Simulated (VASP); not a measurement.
# CaSe (F-43m) in VASP: settings compared, part 2 of 2

VASP 6.6.1.

### Step 4. Single point, HSE06 (strain -5.0%)

POSCAR

```
CaSe
1.0
    0.0000000000      3.1162392114      3.1162392114
    3.1162392114      0.0000000000      3.1162392114
    3.1162392114      3.1162392114      0.0000000000
Ca Se
1 1
Direct
    0.0000000000      0.0000000000      0.0000000000
    0.2500000000      0.2500000000      0.2500000000
```

INCAR.step1

```
PREC = Accurate
ENCUT = 520
EDIFF = 1E-5
ISMEAR = 0
SIGMA = 0.01
LREAL = F
LASPH = T
NELM = 100
ALGO = Normal
ISIF = 2
LWAVE = T
NBANDS = 15
GGA = PE
```

INCAR.step2

```
PREC = Accurate
ENCUT = 520
EDIFF = 1E-7
ISMEAR = 0
SIGMA = 0.01
LREAL = F
LASPH = T
NELM = 100
ALGO = Normal
ISIF = 2
LWAVE = F
LCHARG = T
GGA = PE
LHFCALC = T
HFSCREEN = 0.2079
PRECFOCK = Normal
LELF = T
LVHAR = T
NBANDS = 15
ISTART = 1
```

KPOINTS

```
regular mesh
0
Gamma
  4 4 4
```

Potentials or basis: VASP PAW PBE potentials, release 64 (Ca_sv, Se).

On the command line:

```bash
$ cat potpaw_PBE.64/Ca_sv/POTCAR potpaw_PBE.64/Se/POTCAR > POTCAR
$ cp INCAR.step1 INCAR
$ mpirun -np 1 vasp_std > vasp.out
$ cp INCAR.step2 INCAR
$ mpirun -np 1 vasp_std > vasp.out
```

OUTCAR:

```text
PREC = Accurate
   ENCUT = 520
   EDIFF = 1E-7
   ISMEAR = 0
   LREAL = F
   LASPH = T
   NELM = 100
   ISIF = 2
   GGA = PE
   LHFCALC = T
   HFSCREEN = 0.2079
   PRECFOCK = Normal
   ISTART = 1

 ion  position               nearest neighbor table
   1  0.000  0.000  0.000-   2 2.70   2 2.70   2 2.70   2 2.70
   2  0.250  0.250  0.250-   1 2.70   1 2.70   1 2.70   1 2.70

  LATTYP: Found a face centered cubic cell.
 ALAT       =     6.2324784228

  Lattice vectors:

 A1 = (   0.0000000000,   3.1162392114,   3.1162392114)
 A2 = (   3.1162392114,   0.0000000000,   3.1162392114)
 A3 = (   3.1162392114,   3.1162392114,   0.0000000000)

Analysis of symmetry for initial positions (statically):
=====================================================================
 Subroutine PRICEL returns:
 Original cell was already a primitive cell.

 Routine SETGRP: Setting up the symmetry group for a
 face centered cubic supercell.

 Subroutine GETGRP returns: Found 24 space group operations
 (whereof 24 operations were pure point group operations)
 out of a pool of 48 trial point group operations.

The static configuration has the point symmetry T_d .

Analysis of symmetry for dynamics (positions and initial velocities):
=====================================================================
 Subroutine PRICEL returns:
 Original cell was already a primitive cell.

 Routine SETGRP: Setting up the symmetry group for a
 face centered cubic supercell.

 Subroutine GETGRP returns: Found 24 space group operations
 (whereof 24 operations were pure point group operations)
 out of a pool of 48 trial point group operations.

The dynamic configuration has the point symmetry T_d .

 Subroutine INISYM returns: Found 24 space group operations
 (whereof 24 operations are pure point group operations),
 and found     1 'primitive' translations

----------------------------------------------------------------------------------------

                                     Primitive cell

  volume of cell :      60.5233

  direct lattice vectors                    reciprocal lattice vectors
     0.000000000  3.116239211  3.116239211    -0.160449813  0.160449813  0.160449813
     3.116239211  0.000000000  3.116239211     0.160449813 -0.160449813  0.160449813
     3.116239211  3.116239211  0.000000000     0.160449813  0.160449813 -0.160449813

  length of vectors
     4.407027756  4.407027756  4.407027756     0.277907229  0.277907229  0.277907229

  position of ions in fractional coordinates (direct lattice)
     0.000000000  0.000000000  0.000000000
     0.250000000  0.250000000  0.250000000

  ion indices of the primitive-cell ions
   primitive index   ion index
                 1           1
                 2           2

----------------------------------------------------------------------------------------

 KPOINTS: regular mesh

[... 34 lines left out ...]
   total plane-waves  NPLWV =  46656
   dimension x,y,z NGX =    36 NGY =   36 NGZ =   36
   dimension x,y,z NGXF=    72 NGYF=   72 NGZF=   72
   ions per type =               1   1
   NGX,Y,Z   is equivalent  to a cutoff of  13.58, 13.58, 13.58 a.u.
   NGXF,Y,Z  is equivalent  to a cutoff of  27.16, 27.16, 27.16 a.u.
 SYSTEM =  unknown system
   PREC   = accura    normal or accurate (medium, high low for compatibility)
   ISTART =      1    job   : 0-new  1-cont  2-samecut
   ICHARG =      0    charge: 1-file 2-atom 10-const
   ISPIN  =      1    spin polarized calculation?
   LNONCOLLINEAR =      F non collinear calculations
   LSORBIT =      F    spin-orbit coupling
   LASPH  =      T    aspherical Exc in radial PAW
   ENCUT  =  520.0 eV  38.22 Ry    6.18 a.u.   8.19  8.19  8.19*2*pi/ulx,y,z
   NELM   =    100;   NELMIN=  2; NELMDL=  0     # of ELM steps
   EDIFF  = 0.1E-06   stopping-criterion for ELM
   LREAL  =      F    real-space projection
   EDIFFG = 0.1E-05   stopping-criterion for IOM
   NSW    =      0    number of steps for IOM
   IBRION =     -1    ionic relax: 0-MD 1-quasi-New 2-CG
   NFREE  =      0    steps in history (QN), initial steepest desc. (CG)
   ISIF   =      2    stress and relaxation
   ISYM   =      3    0-nonsym 1-usesym 2-fastsym
   POTIM  = 0.5000    time-step for ionic-motion
   TEBEG  =    0.0;   TEEND  =   0.0 temperature during run
   PSTRESS=    0.0 pullay stress
   NELECT =      16.0000    total number of electrons
   NUPDOWN=      -1.0000    fix difference up-down
   EMIN   =  10.00;   EMAX   =-10.00  energy-range for DOS
   EFERMI =   0.00;   METHOD = LEGACY
   ISMEAR =     0;   SIGMA  =   0.01  broadening in eV -4-tet -1-fermi 0-gaus
   EFERMI_NEDOS =   21; number of points for ismear=-14 and -15
   IALGO  =     38    algorithm
   IMIX   =      1    mixing-type and parameters
     AMIX     =   0.40;   BMIX     =  1.00
     AMIX_MAG =   1.60;   BMIX_MAG =  1.00
  volume/ion in A,a.u.               =      30.26       204.22
  Fermi-wavevector in a.u.,A,eV,Ry     =   1.050689  1.985514 15.020106  1.103947
  Thomas-Fermi vector in A             =   2.185702
   LORBIT       =      0    0 simple, 1 ext, 2 COOP (PROOUT), +10 PAW based schemes
   GGA     = PE    functional components
   LHFCALC =     T    Hartree Fock is set to
   PRECFOCK=normal    Normal, Fast or Accurate (Low or Medium for compatibility)
   ENCUT4O =  -1.0   cutoff for four orbital integrals eV
   NKREDX  =     1    reduce k-point grid by
   NKREDY  =     1    reduce k-point grid by
   NKREDZ  =     1    reduce k-point grid by
   AEXX    =    0.2500 exact exchange contribution
   HFSCREEN=    0.2079 screening length (either q_TF or 0.3 A-1)
   HFSCREENC=   0.2079 screening length for correlation (either q_TF or 0.3 A-1)
   ENCUTFOCK=  -1.0 apply spherical cutoff to Coloumb kernel
   IVDW    =     0    specifies the selected vdW correction
   LEPSILON=     F    determine dielectric tensor
   LRPA    =     F    only Hartree local field effects (RPA)
 non-spin polarized calculation
 Gauss-broadening in eV      SIGMA  =   0.01
  energy-cutoff  :      520.00
  volume of cell :       60.52
 maximum number of plane-waves:      1660
 NGX is ok and might be reduce to    36
  NGX = 28; NGY = 28; NGZ = 28

 number of electron      16.0000001 magnetization

 Free energy of the ion-electron system (eV)
  ---------------------------------------------------
  ext. energy  EPLUGINS =         0.00000000
  ---------------------------------------------------
  free energy    TOTEN  =        -9.90665422 eV

  energy without entropy =       -9.90665422  energy(sigma->0) =       -9.90665422

 E-fermi :  -0.1984     XC(G=0):  -6.8715

 val. band max:       -0.3012076782   @ k =  -0.2500   0.2500   0.0000
 cond. band min:       4.2133371286   @ k =   0.5000   0.5000   0.0000
 fundamental gap:      4.5145448068
 Fermi energy:        -0.1983695116

 k-point     1 :       0.0000    0.0000    0.0000
  band No.  band energies     occupation
      1     -41.7101      2.00000
      2     -21.2935      2.00000
      3     -21.2935      2.00000
      4     -21.2935      2.00000
      5     -11.8326      2.00000
      6      -0.4601      2.00000
      7      -0.4601      2.00000
      8      -0.4601      2.00000
      9       4.3301      0.00000
     10       6.8923      0.00000
     11       6.8923      0.00000
     12       9.4203      0.00000
     13       9.4203      0.00000
     14       9.4203      0.00000
[... 113 lines left out ...]
      2     -21.4016      2.00000
      3     -21.3403      2.00000
      4     -21.3283      2.00000
      5     -11.2225      2.00000
      6      -1.2653      2.00000
      7      -1.1308      2.00000
      8      -0.3950      2.00000
      9       4.5679      0.00000
     10       6.2995      0.00000
     11       7.6794      0.00000
     12       7.9678      0.00000
     13       8.9825      0.00000
     14      10.9181      0.00000
     15      11.1922      0.00000

------------------------ aborting loop because EDIFF is reached ----------------------------------------

  FORCE on cell =-STRESS in cart. coord.  units (eV):
  Direction    XX          YY          ZZ          XY          YZ          ZX
  --------------------------------------------------------------------------------------
  -------------------------------------------------------------------------------------
  Total        2.9059696      2.9059696      2.9059696      0.0000000      0.0000000      0.0000000
  in kB       76.9270869     76.9270869     76.9270869      0.0000000      0.0000000      0.0000000
  external PRESSURE =      76.9270869 kB  Pullay stress =       0.0000000 kB

 VOLUME and BASIS-vectors are now :
 -----------------------------------------------------------------------------
  energy-cutoff  :      520.00
  volume of cell :       60.52
      direct lattice vectors                 reciprocal lattice vectors
     0.000000000  3.116239211  3.116239211    -0.160449813  0.160449813  0.160449813
     3.116239211  0.000000000  3.116239211     0.160449813 -0.160449813  0.160449813
     3.116239211  3.116239211  0.000000000     0.160449813  0.160449813 -0.160449813

 POSITION                                       TOTAL-FORCE (eV/Angst)
 -----------------------------------------------------------------------------------
      0.00000      0.00000      0.00000         0.000000      0.000000      0.000000
      1.55812      1.55812      1.55812        -0.000000     -0.000000     -0.000000
 -----------------------------------------------------------------------------------
    total drift:                                0.000000      0.000000      0.000000

  FREE ENERGIE OF THE ION-ELECTRON SYSTEM (eV)
  ---------------------------------------------------
  free  energy   TOTEN  =        -9.9066542199 eV

  energy  without entropy=       -9.9066542199  energy(sigma->0) =       -9.90665422
```

OSZICAR.step1:

```text
N       E                     dE             d eps       ncg     rms          rms(c)
DAV:   1     0.102133992722E+03    0.10213E+03   -0.73024E+03   240   0.967E+02
DAV:   2    -0.445924203627E+01   -0.10659E+03   -0.10155E+03   289   0.234E+02
DAV:   3    -0.889776616672E+01   -0.44385E+01   -0.44037E+01   339   0.448E+01
DAV:   4    -0.917097476357E+01   -0.27321E+00   -0.27313E+00   317   0.939E+00
DAV:   5    -0.917388446911E+01   -0.29097E-02   -0.29096E-02   339   0.110E+00    0.430E+00
DAV:   6    -0.878118154870E+01    0.39270E+00   -0.44971E-01   254   0.308E+00    0.257E+00
DAV:   7    -0.872095204518E+01    0.60230E-01   -0.22476E-01   318   0.266E+00    0.103E+00
DAV:   8    -0.873068909852E+01   -0.97371E-02   -0.22242E-02   282   0.121E+00    0.158E-01
DAV:   9    -0.873113692917E+01   -0.44783E-03   -0.16063E-03   310   0.410E-01    0.841E-02
DAV:  10    -0.873167607993E+01   -0.53915E-03   -0.46748E-04   261   0.129E-01    0.354E-02
DAV:  11    -0.873177964959E+01   -0.10357E-03   -0.17021E-04   296   0.859E-02    0.103E-02
DAV:  12    -0.873177701978E+01    0.26298E-05   -0.73107E-06   232   0.219E-02
   1 F= -.87317770E+01 E0= -.87317770E+01  d E =-.385374-112
```

Wall time 24 min (1 thread of AMD EPYC 7R13, shared host); peak memory 0.28 GiB.

What came out:

```
Free energy            : -9.9067 eV
Pressure               : 7.7 GPa
Band gap on the k mesh : 4.51 eV, indirect (least direct gap 4.53 eV)
```

Levels at points of the mesh, in eV from the valence-band top:
```
           k point  band 5  band 6  band 7  band 8  band 9  band 10  band 11  band 12
(0.00, 0.00, 0.00)  -11.53   -0.16   -0.16   -0.16    4.63     7.19     7.19     9.72
(0.50, 0.00, 0.00)  -11.07   -1.54   -0.03   -0.03    6.66     7.28     7.28     7.59
(0.50, 0.50, 0.00)  -10.92   -1.61   -0.01   -0.01    4.51     6.55     8.19     8.19
```

Caveat: the k points lie up to 0.44 Å⁻¹ apart; the cell differs from its parent crystal (strain -5.0%); the PAW data sets were made with another functional, which shifts forces and pressure a little. A k mesh can miss the band edges.

### Step 5. Overview

| level | k mesh | smearing | grid for exact exchange (PRECFOCK) | screening parameter | gap on the mesh (eV) | pressure (GPa) |
| --- | --- | --- | --- | --- | --- | --- |
| PBE | 6 × 6 × 6 | fermi-dirac 0.02 eV | - | - | 3.51 | 7.7 |
| r2SCAN | 6 × 6 × 6 | gaussian 0.01 eV | - | - | 3.88 | 7.6 |
| HSE06 | 4 × 4 × 4 | gaussian 0.01 eV | Normal | 0.2079 1/Å | 4.51 | 7.7 |

Alike in all rows: task single point; potentials or basis VASP PAW PBE potentials, release 64 (Ca_sv, Se); no spin polarisation; cell as given; cutoff (eV) 520.

Caveats: some runs use coarse meshes; the PAW data sets were made with another functional, which shifts forces and pressure a little (some runs).

Total energies depend on the potentials used, so only differences within one code and one set of settings carry meaning.
